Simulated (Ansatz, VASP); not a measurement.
# SiGe: VASP beside Ansatz

```
Si Ge
1.0
     4.12510    0.00000    0.00000
    -2.06255    3.57244    0.00000
     0.00000    0.00000    6.22148
Si Ge
2 2
Direct
  0.66667 0.33333 0.87455
  0.33333 0.66667 0.37455
  0.66667 0.33333 0.50045
  0.33333 0.66667 0.00045
```

Alike in both runs: task single point; functional PBEsol; k mesh 12 × 12 × 6; occupations gaussian, width 0.03 eV; no spin polarisation.

|  | VASP | Ansatz |
| --- | --- | --- |
| version | VASP 6.6.1 | Ansatz 0.2.0 |
| potentials or method | VASP PAW PBE potentials, release 64 (Si, Ge_d), cutoff 520 eV | scalar-relativistic, plane waves, PAW |
| valence electrons in the cell | 36 | 36 |

Ansatz gave:

- gap on the k mesh at the Fermi level (eV): none
- pressure (GPa): -4.2
- traceless stress, the component that is largest in VASP (GPa): 11.07
- rms of the force components (eV/Å): 0.538

Q: Which values does VASP return?

A: gap on the k mesh at the Fermi level (eV): none; pressure (GPa): -4.2; traceless stress, the component that is largest in VASP (GPa): 11.08; rms of the force components (eV/Å): 0.536.

VASP's potentials were made for PBE, not for PBEsol, and Ansatz warns of the same on its side. Atom by atom the forces differ by 0.002 eV/Å (rms over components). A gap of «none» marks a metal or a gap that the smearing closes.
